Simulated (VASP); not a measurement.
**Ni: single point with r2SCAN**

Ni:

```
Ni
1.0
     0.00000    1.73807    1.73807
     1.73807    0.00000    1.73807
     1.73807    1.73807    0.00000
Ni
1
Cartesian
  0.0000 0.0000 0.0000
```

```json
{
  "Program": "VASP 6.6.1",
  "Task": "single point",
  "Functional": "r2SCAN",
  "Potentials or basis": "VASP PAW PBE potentials, release 64 (Ni)",
  "Cutoff": "520 eV",
  "k mesh": "15 × 15 × 15",
  "Occupations": "methfessel-paxton, width 0.01 eV",
  "Spin": "collinear spin, ferromagnetic start",
  "Starting moments": "[0.807] μB",
  "Dipole correction": "no",
  "Further INCAR settings": "ALGO = Normal; EDIFF = 1e-06; NBANDS = 15"
}
```

* Pressure: 0.3 GPa
* Net moment: 0.68 μB per cell
* Site moments: Ni +0.70 μB
* Valence electrons inside the program's atomic spheres: Ni 9.41

Levels at points of the mesh, in eV from the Fermi level:
Spin up:
| k point | band 2 | band 3 | band 4 | band 5 | band 6 | band 7 | band 8 | band 9 |
| --- | --- | --- | --- | --- | --- | --- | --- | --- |
| (0.00, 0.00, 0.00) | -2.99 | -2.99 | -2.99 | -1.65 | -1.65 | 24.86 | 29.30 | 29.30 |
Spin down:
| k point | band 2 | band 3 | band 4 | band 5 | band 6 | band 7 | band 8 | band 9 |
| --- | --- | --- | --- | --- | --- | --- | --- | --- |
| (0.00, 0.00, 0.00) | -1.72 | -1.72 | -1.72 | -0.94 | -0.94 | 24.61 | 29.40 | 29.40 |

Run time: 3.1 min on 1 thread of AMD EPYC 7R43 64-Core Processor (Zen 3) (shared host), peak memory 0.11 GiB.

Caveat: the PAW data sets were made with another functional, which shifts forces and pressure a little.
